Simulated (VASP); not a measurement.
**Mg2FeH6: relaxation of the atoms with LDA**

Crystal: Mg2FeH6.

```
Mg Fe H
1.0
     0.00000    3.00848    3.00848
     3.00848    0.00000    3.00848
     3.00848    3.00848    0.00000
Mg Fe H
2 1 6
Cartesian
  1.5042 1.5042 1.5042
  4.5127 4.5127 4.5127
  0.0000 0.0000 0.0000
  1.5089 3.0085 3.0085
  3.0085 1.5089 3.0085
  4.5080 3.0085 3.0085
  3.0085 4.5080 3.0085
  3.0085 3.0085 1.5089
  3.0085 3.0085 4.5080
```

This cell differs from its parent crystal: volume scaled by 0.88.

```
Program                : VASP 6.6.1
Task                   : relaxation of the atoms
Functional             : LDA
Potentials or basis    : VASP PAW LDA potentials, release 64 (Mg, Fe, H)
Cutoff                 : 520 eV
k mesh                 : 8 × 8 × 8
Occupations            : gaussian, width 0.02 eV
Spin                   : no spin polarisation
Dipole correction      : no
Further INCAR settings : ALGO = Normal; EDIFF = 1e-07; IBRION = 2; EDIFFG = -0.01; NSW = 50
```

| Quantity | Value |
| --- | --- |
| Energy gained by relaxing | 1.2 meV/atom |
| Ionic steps | 3 |
| Pressure after relaxing | 13.7 GPa |
| Band gap on the k mesh | 1.85 eV, direct |

The path:
```
step  energy change (eV)  largest force (eV/Å)  pressure (GPa)
   1              0.0000                0.2436           15.26
   2             -0.0104                0.0533           14.05
   3             -0.0110                0.0001           13.73
```

Final structure:
```
CELL_PARAMETERS angstrom
0.00000 3.00848 3.00848
3.00848 0.00000 3.00848
3.00848 3.00848 0.00000
ATOMIC_POSITIONS crystal
Mg 0.25000 0.25000 0.25000
Mg 0.75000 0.75000 0.75000
Fe 0.00000 0.00000 0.00000
H 0.74670 0.25330 0.25330
H 0.25330 0.74670 0.25330
H 0.25330 0.74670 0.74670
H 0.74670 0.25330 0.74670
H 0.25330 0.25330 0.74670
H 0.74670 0.74670 0.25330
```

Levels at points of the mesh, in eV from the valence-band top:
| k point | band 7 | band 8 | band 9 | band 10 | band 11 | band 12 |
| --- | --- | --- | --- | --- | --- | --- |
| (0.00, 0.00, 0.00) | -0.93 | -0.93 | -0.93 | 6.00 | 6.00 | 6.04 |
| (0.50, 0.00, 0.00) | -0.50 | -0.34 | -0.34 | 3.75 | 3.75 | 4.19 |
| (0.50, 0.50, 0.00) | -1.64 | 0.00 | 0.00 | 1.85 | 4.57 | 7.22 |

Wall time 18 s on 1 thread of Intel(R) Xeon(R) 6975P-C (Granite Rapids) (shared host), peak memory 0.17 GiB.

 Spin polarisation is off, so any magnetic state and its effect on volume and gap are missing.
